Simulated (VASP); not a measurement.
# MoS2 in VASP: settings compared, part 2 of 2

VASP 6.6.1. The steps go on from the part before.

## 4. Single point, revPBE+D3(BJ)

This run uses another cell than the first one, of 16.56 Å³/atom, 1.014 times its volume.

Contents of INCAR:

```
SYSTEM = MoS2
PREC = Accurate
ENCUT = 520
EDIFF = 1E-6
ISMEAR = -1
SIGMA = 0.05
LREAL = .FALSE.
LASPH = .TRUE.
NELM = 80
ALGO = Normal
ISIF = 2
LWAVE = .FALSE.
LCHARG = .TRUE.
GGA = RE
IVDW = 12
LELF = .TRUE.
LVHAR = .TRUE.
NBANDS = 35
```

Contents of KPOINTS:

```
Automatic mesh
0
G
  10 10 2
  0 0 0
```

Contents of POSCAR:

```
MoS2
1.0
    3.1281077783      0.0000000000      0.0000000000
   -1.5640538892      2.7090208018      0.0000000000
    0.0000000000      0.0000000000     11.7253706114
Mo S
2 4
Direct
    0.3333333333      0.6666666667      0.7500184750
    0.6666666667      0.3333333333      0.2499815250
    0.6666666667      0.3333333333      0.6162017219
    0.3333333333      0.6666666667      0.1161658437
    0.6666666667      0.3333333333      0.8838341563
    0.3333333333      0.6666666667      0.3837982781
```

Potentials or basis: VASP PAW PBE potentials, release 64 (Mo_sv, S).

Command:

```bash
> cat potpaw_PBE.64/Mo_sv/POTCAR potpaw_PBE.64/S/POTCAR > POTCAR
> mpirun -np 1 vasp_std > vasp.out
```

OUTCAR:

```text
SYSTEM = MoS2
   PREC = Accurate
   ENCUT = 520
   EDIFF = 1E-6
   ISMEAR = -1
   LREAL = .FALSE.
   LASPH = .TRUE.
   NELM = 80
   ISIF = 2
   GGA = RE
   IVDW = 12
 IVDW          = 12

 ion  position               nearest neighbor table
   1  0.333  0.667  0.750-   5 2.39   5 2.39   5 2.39   3 2.39   3 2.39   3 2.39
   2  0.667  0.333  0.250-   4 2.39   4 2.39   4 2.39   6 2.39   6 2.39   6 2.39
   3  0.667  0.333  0.616-   1 2.39   1 2.39   1 2.39
[... 1126 lines left out ...]
  -------------------------------------------------------------------------------------
  Total      -0.12714    -0.12714    -0.17540     0.00000     0.00000     0.00000
  in kB      -2.05016    -2.05016    -2.82826     0.00000     0.00000     0.00000
  external pressure =       -2.31 kB  Pullay stress =        0.00 kB

 VOLUME and BASIS-vectors are now :
 -----------------------------------------------------------------------------
  energy-cutoff  :      520.00
  volume of cell :       99.36
      direct lattice vectors                 reciprocal lattice vectors
     3.128107778  0.000000000  0.000000000     0.319682080  0.184568535  0.000000000
    -1.564053889  2.709020802  0.000000000     0.000000000  0.369137070  0.000000000
     0.000000000  0.000000000 11.725370611     0.000000000  0.000000000  0.085285151

 POSITION                                       TOTAL-FORCE (eV/Angst)
 -----------------------------------------------------------------------------------
     -0.00000      1.80601      8.79424         0.000000      0.000000     -0.000342
      1.56405      0.90301      2.93113        -0.000000      0.000000      0.000342
      1.56405      0.90301      7.22519         0.000000     -0.000000      0.023197
     -0.00000      1.80601      1.36209        -0.000000      0.000000      0.023690
      1.56405      0.90301     10.36328         0.000000      0.000000     -0.023690
     -0.00000      1.80601      4.50018        -0.000000      0.000000     -0.023197
 -----------------------------------------------------------------------------------
    total drift:                                0.000000      0.000000      0.000000

  FREE ENERGIE OF THE ION-ELECTRON SYSTEM (eV)
  ---------------------------------------------------
  free  energy   TOTEN  =       -46.4540835754 eV

  energy  without entropy=      -46.4540578869  energy(sigma->0) =      -46.45407073
```

stdout:

```text
POSCAR found type information on POSCAR MoS
 POSCAR found :  2 types and       6 ions
 scaLAPACK will be used
 -----------------------------------------------------------------------------
|                                                                             |
|                                                                             |
|     You enforced a specific xc type in the INCAR file but a different       |
|     I HOPE YOU KNOW WHAT YOU ARE DOING!                                     |
|                                                                             |
 -----------------------------------------------------------------------------

 LDA part: xc-table for (Slater+PW92), standard interpolation
 POSCAR, INCAR and KPOINTS ok, starting setup
 FFT: planning ... GRIDC
 FFT: planning ... GRID_SOFT
 FFT: planning ... GRID
 WAVECAR not read
 entering main loop
```

It took 49 s on 1 thread of Intel Xeon 6975P-C (Granite Rapids), shared host; peak memory 0.25 GiB.

Results:

- Free energy: -46.4541 eV
- Pressure: -0.2 GPa
- Largest force: 0.024 eV/Å
- Band gap on the k mesh: 0.68 eV, indirect (least direct gap 1.93 eV)
- Dispersion energy per atom: -0.895 eV

Forces in eV/Å, atoms in the order of the input:
```
Mo   0.000  0.000  0.000
Mo   0.000  0.000  0.000
S    0.000  0.000  0.023
S    0.000  0.000  0.024
S    0.000  0.000 -0.024
S    0.000  0.000 -0.023
```

Levels at points of the mesh, in eV from the valence-band top:
| k point | band 23 | band 24 | band 25 | band 26 | band 27 | band 28 | band 29 | band 30 |
| --- | --- | --- | --- | --- | --- | --- | --- | --- |
| (0.00, 0.00, 0.00) | -2.21 | -1.46 | -0.94 | 0.00 | 2.01 | 2.01 | 2.07 | 2.07 |
| (0.50, 0.00, 0.00) | -1.93 | -1.66 | -1.55 | -1.44 | 1.58 | 1.66 | 1.92 | 2.32 |
| (0.00, 0.00, 0.50) | -2.26 | -2.26 | -0.24 | -0.24 | 2.01 | 2.01 | 2.01 | 2.01 |
| (0.50, 0.00, 0.50) | -1.74 | -1.74 | -1.53 | -1.53 | 1.61 | 1.61 | 2.15 | 2.15 |

Caveat: the PAW data sets were made with another functional, which shifts forces and pressure a little.

## 5. Single point, BLYP+D3(BJ)

This run uses another cell than the first one, of 17.27 Å³/atom, 1.057 times its volume.

Contents of INCAR:

```
AGGAC = 1.0 ; AGGAX = 1.0
ALDAC = 0.0 ; ALDAX = 1.0
ALGO = Normal ; EDIFF = 1E-6
ENCUT = 520 ; GGA = B5
ISIF = 2 ; ISMEAR = -1
IVDW = 12 ; LASPH = T
LCHARG = F ; LREAL = F
LWAVE = F ; NBANDS = 35
NELM = 100 ; PREC = Accurate
SIGMA = 0.05 ; VDW_A1 = 0.4298
VDW_A2 = 4.2359 ; VDW_S6 = 1.0
VDW_S8 = 2.6996
```

Contents of KPOINTS:

```
k-points
0
Gamma
  10 10 2
```

Contents of POSCAR:

```
MoS2
1.0
    3.1800641252      0.0000000000      0.0000000000
   -1.5900320626      2.7540163180      0.0000000000
    0.0000000000      0.0000000000     11.8334194729
Mo S
2 4
Direct
    0.3333333333      0.6666666667      0.7500635219
    0.6666666667      0.3333333333      0.2499364781
    0.6666666667      0.3333333333      0.6174150868
    0.3333333333      0.6666666667      0.1172906035
    0.6666666667      0.3333333333      0.8827093965
    0.3333333333      0.6666666667      0.3825849132
```

Command:

```bash
> cat potpaw_PBE.64/Mo_sv/POTCAR potpaw_PBE.64/S/POTCAR > POTCAR
> mpirun -np 1 vasp_std > vasp.out
```

Run time: 69 s. Hardware: 1 thread of Intel Xeon 6975P-C (Granite Rapids), shared host; peak memory 0.26 GiB.

It converged, with:

```
Free energy                : -44.0249 eV
Pressure                   : 0.0 GPa
Largest force              : 0.006 eV/Å
Band gap on the k mesh     : 0.72 eV, indirect (least direct gap 1.80 eV)
Dispersion energy per atom : -0.967 eV
```

Forces in eV/Å, atoms in the order of the input:
```
Mo   0.000  0.000 -0.001
Mo   0.000  0.000  0.001
S    0.000  0.000 -0.006
S    0.000  0.000 -0.004
S    0.000  0.000  0.004
S    0.000  0.000  0.006
```

Levels at points of the mesh, in eV from the valence-band top:
```
           k point  band 22  band 23  band 24  band 25  band 26  band 27  band 28  band 29  band 30  band 31
(0.00, 0.00, 0.00)    -2.26    -2.26    -1.27    -0.92     0.00     1.89     1.89     1.94     1.94     1.95
(0.50, 0.00, 0.00)    -2.53    -1.97    -1.63    -1.51    -1.32     1.36     1.44     1.76     2.07     2.66
(0.00, 0.00, 0.50)    -2.31    -2.31    -2.31    -0.22    -0.22     1.88     1.88     1.88     1.88     2.12
(0.50, 0.00, 0.50)    -2.77    -1.80    -1.80    -1.39    -1.39     1.39     1.39     1.93     1.93     3.10
```

Caveat: the PAW data sets were made with another functional, which shifts forces and pressure a little. A k mesh can miss the band edges.

## 6. The runs side by side

```csv
level,cell,gap on the mesh (eV),pressure (GPa),largest force (eV/Å)
PBEsol+D3(BJ),"a = 3.109, b = 3.109, c = 11.711 Å, angles 90.0, 90.0, 120.0°, 6 atoms",0.59,0.0,-
RPBE+D3(BJ),"a = 2.990, b = 2.990, c = 11.234 Å, angles 90.0, 90.0, 120.0°, 6 atoms",0.26,-0.3,0.04
revPBE+D3(BJ),"a = 3.128, b = 3.128, c = 11.725 Å, angles 90.0, 90.0, 120.0°, 6 atoms",0.68,-0.2,0.02
BLYP+D3(BJ),"a = 3.180, b = 3.180, c = 11.833 Å, angles 90.0, 90.0, 120.0°, 6 atoms",0.72,0.0,0.01
```

Alike in all rows: task single point; potentials or basis VASP PAW PBE potentials, release 64 (Mo_sv, S); no spin polarisation; k mesh 10 × 10 × 2; cutoff (eV) 520; smearing fermi-dirac 0.05 eV.

Caveats: the PAW data sets were made with another functional, which shifts forces and pressure a little.

Absolute energies hang on the potentials; compare differences alone.
